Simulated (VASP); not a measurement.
A run of VASP 6.6.1 is set up as follows.

Contents of INCAR:

```
ALGO     = Fast           # electronic algorithm
EDIFF    = 1E-6           # SCF threshold, eV
ENCUT    = 520            # plane-wave cutoff, eV
GGA      = PS             # functional
ISIF     = 2              # what is computed and relaxed
ISMEAR   = 0              # smearing method
LASPH    = True           # aspherical terms in the spheres
LCHARG   = True           # write CHGCAR
LELF     = True           # ELF
LREAL    = False          # projectors in reciprocal space
LVHAR    = True         
LWAVE    = False          # write WAVECAR
NBANDS   = 19             # bands
NELM     = 80             # most SCF steps
PREC     = Accurate       # precision mode
SIGMA    = 0.1            # smearing width, eV
```

KPOINTS

```
k-points
0
Gamma
  27 27 14
```

POSCAR

```
Zn
1.0
    2.5894641455      0.0000000000      0.0000000000
   -1.2947320727      2.2425417322      0.0000000000
    0.0000000000      0.0000000000      4.9140459337
Zn
2
Direct
    0.3333333333      0.6666666667      0.2500000000
    0.6666666667      0.3333333333      0.7500000000
```

Potentials or basis: VASP PAW PBE potentials, release 64 (Zn).

Launch:

```console
$ cat potpaw_PBE.64/Zn/POTCAR > POTCAR
$ mpirun -np 1 vasp_std > vasp.out
```

Q: Estimate the pressure.

A: 1.0 GPa.

Q: What does it give for the band gap on the k mesh?

A: Zero (bands 12 and 13 overlap by 4.75 eV).

Stress tensor (GPa, compression positive):
```
1.54 0.00 0.00
0.00 1.54 0.00
0.00 0.00 0.02
```

Caveat: the PAW data sets were made with another functional, which shifts forces and pressure a little.
